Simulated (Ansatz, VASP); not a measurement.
**BN: VASP beside Ansatz**

```
B N
1.0
     4.46420    0.00000    0.00000
     0.00000    4.46420    0.00000
     0.00000    0.00000    2.46190
B N
4 4
Direct
  0.17413 0.82587 0.50000
  0.32587 0.32587 0.00000
  0.67413 0.67413 0.00000
  0.82587 0.17413 0.50000
  0.81239 0.81239 0.50000
  0.31239 0.68761 0.00000
  0.68761 0.31239 0.00000
  0.18761 0.18761 0.50000
```

Alike in both runs: task single point; functional PBEsol; k mesh 6 × 6 × 10; occupations gaussian, width 0.05 eV; no spin polarisation.

```csv
,VASP,Ansatz
version,VASP 6.6.1,Ansatz 0.2.0
potentials or method,"VASP PAW PBE potentials, release 64 (B, N), cutoff 520 eV","scalar-relativistic, plane waves, PAW"
valence electrons in the cell,32,32
```

```csv
,VASP,Ansatz,Ansatz less VASP
gap on the k mesh at the Fermi level (eV),4.60,4.61,+0.012
least direct gap on the mesh (eV),5.84,5.85,+0.013
pressure (GPa),3.1,2.4,-0.71
"traceless stress, the component that is largest in VASP (GPa)",27.05,26.72,-0.331
rms of the force components (eV/Å),0.191,0.183,-0.0077
```

VASP's potentials were made for PBE, not for PBEsol, and Ansatz warns of the same on its side. Atom by atom the forces differ by 0.010 eV/Å (rms over components).
